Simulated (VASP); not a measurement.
# Y: single point with r2SCAN

The system is Y.

```xyz
4
Lattice="3.6402 0.0000 0.0000 -1.8201 3.1525 0.0000 0.0000 0.0000 11.6294" Properties=species:S:1:pos:R:3 pbc="T T T"
Y     0.0000    0.0000   11.6294
Y    -1.8201    3.1525    5.8147
Y     0.0000    2.1017    2.9074
Y     1.8201    1.0508    8.7221
```

```
Program             : VASP 6.6.1
Task                : single point
Functional          : r2SCAN
Potentials or basis : VASP PAW PBE potentials, release 64 (Y_sv)
Cutoff              : 520 eV
k mesh              : 11 × 11 × 3
Occupations         : fermi-dirac, width 0.1 eV
Spin                : no spin polarisation
```

```json
{
 "Pressure": "0.1 GPa",
 "Band gap on the k mesh": "zero (bands 22 and 23 overlap by 1.20 eV)"
}
```

Levels at points of the mesh, in eV from the Fermi level:
```csv
k point,band 20,band 21,band 22,band 23,band 24,band 25
"(0.00, 0.00, 0.00)",-1.91,0.54,0.91,0.97,1.82,1.82
```

Run time: 5.4 min on 1 thread of Intel(R) Xeon(R) 6975P-C (Granite Rapids), with other jobs on the host, peak memory 0.33 GiB.

Caveat: the PAW data sets were made with another functional, which shifts forces and pressure a little.
